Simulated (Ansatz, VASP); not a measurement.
Two plane-wave programs on GaN

File POSCAR:

```
GaN
1.0
    3.1322996656      0.0000000000      0.0000000000
   -1.5661498328      2.7126510826      0.0000000000
    0.0000000000      0.0000000000      5.0110200000
Ga N
2 2
Direct
    0.3333333333      0.6666666667      0.0000000000
    0.6666666667      0.3333333333      0.5000000000
    0.3333333333      0.6666666667      0.3750000000
    0.6666666667      0.3333333333      0.8750000000
```

File INCAR.step1:

```
SYSTEM = GaN
PREC = Accurate ; ENCUT = 520
ISMEAR = 0 ; SIGMA = 0.05
LREAL = .False. ; LASPH = .True.
NELM = 80 ; NBANDS = 26
GGA = PE ; ALGO = Normal
EDIFF = 1E-4 ; LWAVE = .True.
LCHARG = .False.
```

Contents of INCAR.step2:

```
SYSTEM = GaN
PREC = Accurate ; ENCUT = 520
EDIFF = 1E-6 ; ISMEAR = 0
SIGMA = 0.05 ; LREAL = .False.
LASPH = .True. ; NELM = 80
ALGO = Normal ; ISIF = 2
LWAVE = .False. ; LCHARG = .False.
METAGGA = R2SCAN ; LMIXTAU = .True.
NBANDS = 26 ; ISTART = 1
```

The input KPOINTS:

```
Automatic mesh
0
Gamma
  12 12 6
  0 0 0
```

Input for Ansatz:

```yaml
crystal:
  lattice:
    - [3.1322996656, 0.0, 0.0]
    - [-1.5661498328, 2.7126510826, 0.0]
    - [0.0, 0.0, 5.01102]
  atoms:
    - { symbol: Ga, position: [0.3333333333, 0.6666666667, 0.0] }
    - { symbol: Ga, position: [0.6666666667, 0.3333333333, 0.5] }
    - { symbol: "N", position: [0.3333333333, 0.6666666667, 0.375] }
    - { symbol: "N", position: [0.6666666667, 0.3333333333, 0.875] }
basis:
  ecutwfc: 500
kpoints:
  mp_grid: { grid: [12, 12, 6] }
hamiltonian:
  xc: r2scan
scf:
  occupations: { method: gaussian, width: 0.05 }
output:
  forces: true
  stress: true
  eigenvalues: true
```

Change from the starting cell: strain -0.015 along x and y, -0.030 along z, atoms carried along.

Alike in both runs: task single point; functional r2SCAN; k mesh 12 × 12 × 6; occupations gaussian, width 0.05 eV; no spin polarisation.

```csv
,VASP,Ansatz
version,VASP 6.6.1,Ansatz 0.2.0
potentials or method,"VASP PAW PBE potentials, release 64 (Ga_d, N), cutoff 520 eV","scalar-relativistic, plane waves, PAW"
valence electrons in the cell,36,36
```

Ansatz gave:

| Item | Value |
| --- | --- |
| gap on the k mesh at the Fermi level (eV) | 2.85 |
| least direct gap on the mesh (eV) | 2.85 |
| pressure (GPa) | 15.2 |
| traceless stress, the component that is largest in VASP (GPa) | 6.92 |
| rms of the force components (eV/Å) | 0.239 |

**Question.** What did VASP give for the same quantities?

**Answer.** gap on the k mesh at the Fermi level (eV): 2.84; least direct gap on the mesh (eV): 2.84; pressure (GPa): 16.5; traceless stress, the component that is largest in VASP (GPa): 6.97; rms of the force components (eV/Å): 0.245.

VASP's potentials were made for PBE, not for r2SCAN. Atom by atom the forces differ by 0.006 eV/Å (rms over components).
